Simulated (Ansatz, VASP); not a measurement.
Two plane-wave programs on ZnS

POSCAR

```
ZnS
1.0
    0.0000000000      2.6883446663      2.6883446663
    2.6883446663      0.0000000000      2.6883446663
    2.6883446663      2.6883446663      0.0000000000
Zn S
1 1
Direct
    0.2500000000      0.2500000000      0.2500000000
    0.0000000000      0.0000000000      0.0000000000
```

Contents of INCAR.step1:

```
SYSTEM = ZnS
ALGO = Normal
EDIFF = 1E-5
ENCUT = 520
GGA = PE
ISIF = 2
ISMEAR = 0
LASPH = .True.
LCHARG = .False.
LREAL = .False.
LWAVE = .True.
NBANDS = 16
NELM = 100
PREC = Accurate
SIGMA = 0.02
```

Contents of INCAR.step2:

```
SYSTEM = ZnS
ALGO = Normal
EDIFF = 1E-7
ENCUT = 520
GGA = PE
HFSCREEN = 0.2079
ISIF = 2
ISMEAR = 0
ISTART = 1
LASPH = .True.
LCHARG = .False.
LHFCALC = .True.
LREAL = .False.
LWAVE = .False.
NBANDS = 16
NELM = 100
PREC = Accurate
PRECFOCK = Normal
SIGMA = 0.02
```

The input KPOINTS:

```
k-points
0
Gamma
  4 4 4
  0 0 0
```

Input for Ansatz:

```yaml
crystal:
  lattice:
    - [0.0, 2.6883446663, 2.6883446663]
    - [2.6883446663, 0.0, 2.6883446663]
    - [2.6883446663, 2.6883446663, 0.0]
  atoms:
    - { symbol: Zn, position: [0.25, 0.25, 0.25] }
    - { symbol: S, position: [0.0, 0.0, 0.0] }
basis:
  ecutwfc: 420
kpoints:
  mp_grid: { grid: [4, 4, 4] }
hamiltonian:
  xc: hse06
scf:
  occupations: { method: gaussian, width: 0.02 }
output:
  forces: true
  stress: true
  eigenvalues: true
  write_density: true
  write_potential: true
  elf: true
  volumetric_format: npy
```

Alike in both runs: task single point; functional HSE06; k mesh 4 × 4 × 4; occupations gaussian, width 0.02 eV; no spin polarisation.

```csv
,VASP,Ansatz
version,VASP 6.6.1,Ansatz 0.2.0
potentials or method,"VASP PAW PBE potentials, release 64 (Zn, S), cutoff 520 eV","scalar-relativistic, plane waves, PAW"
valence electrons in the cell,18,18
```

```tsv
	VASP	Ansatz	Ansatz less VASP
gap on the k mesh at the Fermi level (eV)	3.42	3.43	+0.009
least direct gap on the mesh (eV)	3.42	3.43	+0.009
pressure (GPa)	2.5	2.4	-0.02
```

Ansatz's warnings: stress exchange threshold loose, stress scf threshold loose.

The k mesh is coarse, so the values compare programs but aren't converged.
